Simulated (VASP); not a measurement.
# SrO (P6_3/mmc) in VASP: dielectric tensor with PBE

Aim: the dielectric tensor of SrO with PBE.

All numbers are computed with VASP 6.6.1; they aren't measurements. Logs are shortened: lines on timing, memory, paths and dates and some standing lists are left out, and cuts for length are marked.

**1. The cell of the first run**

It takes space group P6_3/mmc (No. 194, hexagonal). The conventional cell has a = 3.553 Å, b = 3.553 Å, c = 6.217 Å, α = 90.00°, β = 90.00°, γ = 120.00°. Sr (site symmetry -6m2) has 6 O at 2.57 Å within 3.4 Å. Within 3.4 Å of O (site symmetry -3m) lie 6 Sr at 2.57 Å and 2 O at 3.11 Å.

**2. Dielectric tensor, PBE**

File INCAR:

```
SYSTEM = SrO
ALGO     = Normal         ! electronic algorithm
EDIFF    = 1E-8           ! SCF threshold, eV
ENCUT    = 520            ! plane-wave cutoff, eV
GGA      = PE             ! functional
ISIF     = 2              ! what is computed and relaxed
ISMEAR   = 0              ! smearing method
LASPH    = .TRUE.         ! aspherical terms in the spheres
LCHARG   = .FALSE.        ! write CHGCAR
LEPSILON = .TRUE.         ! dielectric tensor by DFPT
LREAL    = .FALSE.        ! projectors in reciprocal space
LWAVE    = .FALSE.        ! write WAVECAR
NELM     = 60             ! most SCF steps
PREC     = Accurate       ! precision mode
SIGMA    = 0.01           ! smearing width, eV
```

File KPOINTS:

```
k-points
0
G
  8 8 4
  0 0 0
```

File POSCAR:

```
SrO
1.0
    3.5532880902      0.0000000000      0.0000000000
   -1.7766440451      3.0772377531      0.0000000000
    0.0000000000      0.0000000000      6.2173039800
Sr O
2 2
Direct
    0.6666666667      0.3333333333      0.7500000000
    0.3333333333      0.6666666667      0.2500000000
    0.0000000000      0.0000000000      0.5000000000
    0.0000000000      0.0000000000      0.0000000000
```

Potentials or basis: VASP PAW PBE potentials, release 64 (Sr_sv, O).

Command:

```sh
$ cat potpaw_PBE.64/Sr_sv/POTCAR potpaw_PBE.64/O/POTCAR > POTCAR
$ mpirun -np 1 vasp_std > vasp.out
```

OUTCAR:

```text
SYSTEM = SrO
   EDIFF = 1E-8
   ENCUT = 520
   GGA = PE
   ISIF = 2
   ISMEAR = 0
   LASPH = .TRUE.
   LEPSILON = .TRUE.
   LREAL = .FALSE.
   NELM = 60
   PREC = Accurate

 ion  position               nearest neighbor table
   1  0.667  0.333  0.750-   3 2.57   4 2.57   3 2.57   4 2.57   3 2.57   4 2.57   2 3.72   2 3.72
                             2 3.72   2 3.72   2 3.72   2 3.72
   2  0.333  0.667  0.250-   3 2.57   4 2.57   3 2.57   4 2.57   3 2.57   4 2.57   1 3.72   1 3.72
                             1 3.72   1 3.72   1 3.72   1 3.72
   3  0.000  0.000  0.500-   1 2.57   2 2.57   1 2.57   2 2.57   1 2.57   2 2.57
   4  0.000  0.000  0.000-   1 2.57   2 2.57   1 2.57   2 2.57   1 2.57   2 2.57

  LATTYP: Found a hexagonal cell.
 ALAT       =     3.5532880902
 C/A-ratio  =     1.7497325919

  Lattice vectors:

 A1 = (   3.5532880902,   0.0000000000,   0.0000000000)
 A2 = (  -1.7766440451,   3.0772377531,   0.0000000000)
 A3 = (   0.0000000000,   0.0000000000,   6.2173039800)

Analysis of symmetry for initial positions (statically):
=====================================================================
 Subroutine PRICEL returns:
 Original cell was already a primitive cell.

 Routine SETGRP: Setting up the symmetry group for a
 hexagonal supercell.

 Subroutine GETGRP returns: Found 24 space group operations
 (whereof 12 operations were pure point group operations)
 out of a pool of 24 trial point group operations.

The static configuration has the point symmetry D_3d.
 The point group associated with its full space group is D_6h.

Analysis of symmetry for dynamics (positions and initial velocities):
=====================================================================
 Subroutine PRICEL returns:
 Original cell was already a primitive cell.

 Routine SETGRP: Setting up the symmetry group for a
 hexagonal supercell.

 Subroutine GETGRP returns: Found 24 space group operations
 (whereof 12 operations were pure point group operations)
 out of a pool of 24 trial point group operations.

The dynamic configuration has the point symmetry D_3d.
 The point group associated with its full space group is D_6h.

 Subroutine INISYM returns: Found 24 space group operations
 (whereof 12 operations are pure point group operations),
[... 724 lines left out ...]
     -0.00000      2.05149      1.55433         0.000000      0.000000      0.000000
      0.00000      0.00000      3.10865        -0.000000      0.000000      0.000000
      0.00000      0.00000      0.00000        -0.000000      0.000000      0.000000
 -----------------------------------------------------------------------------------
    total drift:                               -0.000000      0.000000     -0.000000

  FREE ENERGIE OF THE ION-ELECTRON SYSTEM (eV)
  ---------------------------------------------------
  free  energy   TOTEN  =       -23.7377588022 eV

  energy  without entropy=      -23.7377588022  energy(sigma->0) =      -23.73775880

 HEAD OF MICROSCOPIC STATIC DIELECTRIC TENSOR (INDEPENDENT PARTICLE, excluding Hartree and local field effects)
 ------------------------------------------------------
           4.078881     0.000000     0.000000
           0.000000     4.078881     0.000000
           0.000000    -0.000000     4.180543
 ------------------------------------------------------

 Free energy of the ion-electron system (eV)
  ---------------------------------------------------
  ---------------------------------------------------
  free energy    TOTEN  =        -0.59280727 eV

  energy without entropy =       -0.59280727

------------------------ aborting loop because EDIFF is reached ----------------------------------------

--------------------------------------- Ionic step        2  -------------------------------------------

------------------------ aborting loop because EDIFF is reached ----------------------------------------

--------------------------------------- Ionic step        3  -------------------------------------------

 Free energy of the ion-electron system (eV)
  ---------------------------------------------------
  ---------------------------------------------------
  free energy    TOTEN  =        -0.62963549 eV

  energy without entropy =       -0.62963549

------------------------ aborting loop because EDIFF is reached ----------------------------------------

 PIEZOELECTRIC TENSOR FIELD DIRECTION 3  (e Angst)
 -----------------------------------------------------------------------------
    -0.00013  0.00000  0.00000           ( -0.00001  0.00000  0.00000)
     0.00000 -0.00013 -0.00000           (  0.00000 -0.00001  0.00000)
     0.00000  0.00000 -0.00134           (  0.00000  0.00000 -0.00005)

 PIEZOELECTRIC TENSOR FIELD DIRECTION 3  (C/m^2)
 -----------------------------------------------------------------------------
    -0.00003  0.00000  0.00000
     0.00000 -0.00003 -0.00000
     0.00000  0.00000 -0.00032

 MACROSCOPIC STATIC DIELECTRIC TENSOR (including local field effects in DFT)
 ------------------------------------------------------
           3.854199    -0.000000     0.000000
           0.000000     3.854199     0.000000
           0.000000     0.000000     4.069044
 ------------------------------------------------------

 PIEZOELECTRIC TENSOR (including local field effects)  for field in x, y, z        (e  Angst)
          XX          YY          ZZ          XY          YZ          ZX
  --------------------------------------------------------------------------------
  x     0.00000     0.00000     0.00000     0.00000     0.00000     0.00000
  y     0.00000     0.00000     0.00000     0.00000     0.00000     0.00000
  z     0.00000     0.00000     0.00000     0.00000     0.00000     0.00000

 PIEZOELECTRIC TENSOR (including local field effects)  for field in x, y, z        (C/m^2)
          XX          YY          ZZ          XY          YZ          ZX
  --------------------------------------------------------------------------------
  x     0.00000     0.00000     0.00000     0.00000     0.00000     0.00000
  y     0.00000     0.00000     0.00000     0.00000     0.00000     0.00000
  z     0.00000     0.00000     0.00000     0.00000     0.00000     0.00000

 BORN EFFECTIVE CHARGES (including local field effects) (in |e|, cummulative output)
 ---------------------------------------------------------------------------------
 ion    1
    1     2.23920     0.00000     0.00000
    2     0.00000     2.23920     0.00000
    3     0.00000    -0.00000     2.58258
 ion    2
    1     2.23920     0.00000     0.00000
    2     0.00000     2.23920     0.00000
    3     0.00000    -0.00000     2.58258
 ion    3
    1    -2.23920     0.00000     0.00000
    2     0.00000    -2.23920    -0.00000
    3     0.00000     0.00000    -2.58258
 ion    4
    1    -2.23920     0.00000     0.00000
    2     0.00000    -2.23920     0.00000
    3     0.00000     0.00000    -2.58258
```

stdout:

```text
POSCAR found type information on POSCAR SrO
 POSCAR found :  2 types and       4 ions
 scaLAPACK will be used
 LDA part: xc-table for (Slater+PW92), standard interpolation
 POSCAR, INCAR and KPOINTS ok, starting setup
 FFT: planning ... GRIDC
 FFT: planning ... GRID_SOFT
 FFT: planning ... GRID
 WAVECAR not read
 entering main loop
 Linear response reoptimize wavefunctions to high precision
 Linear response G [H, r] |phi>, progress :
  Direction:   1
 Linear response G [H, r] |phi>, progress :
  Direction:   2
 Linear response G [H, r] |phi>, progress :
  Direction:   3
 Linear response to external field (no local field effect), progress :
  Direction:   1
 dielectric tensor                  component  1 :     3.989    -0.405     0.020
 Linear response to external field (no local field effect), progress :
  Direction:   2
 dielectric tensor                  component  2 :    -0.405     4.169    -0.074
 Linear response to external field (no local field effect), progress :
  Direction:   3
 dielectric tensor                  component  3 :     0.019    -0.074     4.181
 Linear response to external field, progress :
  Direction:   1
 dielectric tensor                  component  1 :     3.854    -0.150     0.022
 Linear response to external field, progress :
  Direction:   2
 dielectric tensor                  component  2 :    -0.149     3.854    -0.018
 Linear response to external field, progress :
  Direction:   3
 dielectric tensor                  component  3 :     0.019    -0.074     4.069
 Born effective charges drift removed
```

It took 12 min on 1 thread of Intel Xeon Platinum 8259CL at 2.50GHz (Skylake/Cascade Lake), shared host; peak memory 0.38 GiB.

What came out:

| Property | Result |
| --- | --- |
| Band gap on the k mesh | 3.06 eV, indirect (least direct gap 3.08 eV) |
| Electronic dielectric tensor (diagonal) | 3.85, 3.85, 4.07 |
| Born charges (mean of the diagonal) | Sr +2.35; O -2.35 e |

Levels at points of the mesh, in eV from the valence-band top:
```csv
k point,band 14,band 15,band 16,band 17,band 18,band 19
"(0.00, 0.00, 0.00)",-0.78,-0.78,0.00,3.08,5.02,5.12
"(0.50, 0.00, 0.00)",-1.36,-0.54,-0.25,3.06,5.69,5.96
"(0.00, 0.00, 0.50)",-0.93,-0.93,-0.93,4.68,4.68,5.95
"(0.50, 0.00, 0.50)",-1.26,-0.99,-0.99,4.31,4.31,6.68
```

Electronic dielectric tensor:
```
3.85 0.00 0.00
0.00 3.85 0.00
0.00 0.00 4.07
```

Born effective charge tensors (e):
atom 1, Sr
```
2.24 0.00 0.00
0.00 2.24 0.00
0.00 0.00 2.58
```
atom 2, Sr
```
2.24 0.00 0.00
0.00 2.24 0.00
0.00 0.00 2.58
```
atom 3, O
```
-2.24  0.00  0.00
 0.00 -2.24  0.00
 0.00  0.00 -2.58
```
atom 4, O
```
-2.24  0.00  0.00
 0.00 -2.24  0.00
 0.00  0.00 -2.58
```
